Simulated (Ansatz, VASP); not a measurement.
GaN: VASP beside Ansatz

The input POSCAR:

```
GaN
1.0
    0.0000000000      2.1352350000      2.1352350000
    2.1352350000      0.0000000000      2.1352350000
    2.1352350000      2.1352350000      0.0000000000
Ga N
1 1
Direct
    0.0000000000      0.0000000000      0.0000000000
    0.5000000000      0.5000000000      0.5000000000
```

Contents of INCAR.step1:

```
SYSTEM = GaN
ALGO = Normal
EDIFF = 1E-5
ENCUT = 520
GGA = PE
ISIF = 2
ISMEAR = -1
LASPH = .TRUE.
LREAL = .FALSE.
LWAVE = .TRUE.
NBANDS = 16
NELM = 100
PREC = Accurate
SIGMA = 0.05
```

INCAR.step2

```
SYSTEM = GaN
AEXX = 0.25
ALGO = Normal
EDIFF = 1E-6
ENCUT = 520
GGA = PE
ISIF = 2
ISMEAR = -1
ISTART = 1
LASPH = .TRUE.
LCHARG = .TRUE.
LELF = .TRUE.
LHFCALC = .TRUE.
LREAL = .FALSE.
LVHAR = .TRUE.
LWAVE = .FALSE.
NBANDS = 16
NELM = 100
PREC = Accurate
PRECFOCK = Normal
SIGMA = 0.05
```

File KPOINTS:

```
k-points
0
G
  6 6 6
  0 0 0
```

Contents of input.yaml:

```yaml
crystal:
  lattice:
    - [0.0, 2.135235, 2.135235]
    - [2.135235, 0.0, 2.135235]
    - [2.135235, 2.135235, 0.0]
  atoms:
    - { symbol: Ga, position: [0.0, 0.0, 0.0] }
    - { symbol: "N", position: [0.5, 0.5, 0.5] }
kpoints:
  mp_grid: { grid: [6, 6, 6] }
scf:
  occupations: { method: fermi_dirac, width: 0.05 }
hamiltonian:
  xc: pbe0
  pseudopotentials: { kind: all_electron, datasets: crystal }
output:
  forces: true
  stress: true
```

Alike in both runs: task single point; functional PBE0; k mesh 6 × 6 × 6; occupations fermi-dirac, width 0.05 eV; no spin polarisation.

|  | VASP | Ansatz |
| --- | --- | --- |
| version | VASP 6.6.1 | Ansatz 0.2.0 |
| potentials or method | VASP PAW PBE potentials, release 64 (Ga_d, N), cutoff 520 eV | all-electron PAW datasets made for the crystal |

```csv
,VASP,Ansatz,Ansatz less VASP
gap on the k mesh at the Fermi level (eV),2.33,2.33,-0.001
least direct gap on the mesh (eV),4.36,4.34,-0.018
pressure (GPa),-9.3,-10.1,-0.81
```

Ansatz ran all-electron here, and VASP with PAW potentials.

The k mesh is coarse, so the values compare programs but aren't converged.
